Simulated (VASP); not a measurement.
Write the native input for VASP 6.6.1 that does the following.

```
Task                               : single point
Functional                         : HSE06
Potentials or basis                : VASP PAW PBE potentials, release 64 (Mg, Te)
Cutoff                             : 520 eV
k mesh                             : 6 × 6 × 2
Occupations                        : gaussian, width 0.01 eV
Spin                               : no spin polarisation
Dipole correction                  : no
Grid for exact exchange (PRECFOCK) : Normal
Further INCAR settings             : ALGO = Normal; EDIFF = 1e-06; NBANDS = 16
Share of exact exchange            : 0.25
Screening parameter                : 0.2079 1/Å
```

MgTe:

```
CELL_PARAMETERS angstrom
4.48608 0.00000 0.00000
-2.24304 3.88506 0.00000
0.00000 0.00000 7.57612
ATOMIC_POSITIONS crystal
Mg 0.33333 0.66667 0.00297
Mg 0.66667 0.33333 0.50297
Te 0.33333 0.66667 0.37203
Te 0.66667 0.33333 0.87203
```

This cell differs from its parent crystal: epitaxial xy strain -2.0%.

The input as run:

POSCAR

```
MgTe
1.0
    4.4860829330      0.0000000000      0.0000000000
   -2.2430414665      3.8850617834      0.0000000000
    0.0000000000      0.0000000000      7.5761177589
Mg Te
2 2
Direct
    0.3333333333      0.6666666667      0.0029702772
    0.6666666667      0.3333333333      0.5029702772
    0.3333333333      0.6666666667      0.3720297228
    0.6666666667      0.3333333333      0.8720297228
```

INCAR.step1

```
SYSTEM = MgTe
  PREC = Accurate
  ENCUT = 520
  EDIFF = 1E-5
  ISMEAR = 0
  SIGMA = 0.01
  LREAL = .False.
  LASPH = .True.
  NELM = 120
  ALGO = Normal
  ISIF = 2
  LWAVE = .True.
  LCHARG = .False.
  NBANDS = 16
  GGA = PE
  GGA_COMPAT = .False.
```

INCAR.step2

```
SYSTEM = MgTe
  PREC = Accurate
  ENCUT = 520
  EDIFF = 1E-6
  ISMEAR = 0
  SIGMA = 0.01
  LREAL = .False.
  LASPH = .True.
  NELM = 120
  ALGO = Normal
  ISIF = 2
  LWAVE = .False.
  LCHARG = .False.
  GGA = PE
  LHFCALC = .True.
  HFSCREEN = 0.2079
  PRECFOCK = Normal
  NBANDS = 16
  ISTART = 1
  GGA_COMPAT = .False.
```

KPOINTS

```
regular mesh
0
Gamma
  6 6 2
  0 0 0
```

Potentials or basis: VASP PAW PBE potentials, release 64 (Mg, Te).

Launch:

```sh
$ cat potpaw_PBE.64/Mg/POTCAR potpaw_PBE.64/Te/POTCAR > POTCAR
$ cp INCAR.step1 INCAR
$ mpirun -np 1 vasp_std > vasp.out
$ cp INCAR.step2 INCAR
$ mpirun -np 1 vasp_std > vasp.out
```

Results of the run:

```
Pressure               : 0.7 GPa
Largest force          : 0.008 eV/Å
Band gap on the k mesh : 3.19 eV
```

Caveat: the cell differs from its parent crystal (epitaxial xy strain -2.0%); the structure was generated, so it needn't be the stable form of MgTe; the PAW data sets were made with another functional, which shifts forces and pressure a little; spin-orbit coupling is left out, which moves the levels of the heavy elements.

It took 29 min on 1 thread of Intel(R) Xeon(R) Platinum 8259CL CPU @ 2.50GHz (Skylake/Cascade Lake) (shared host), peak memory 0.39 GiB.
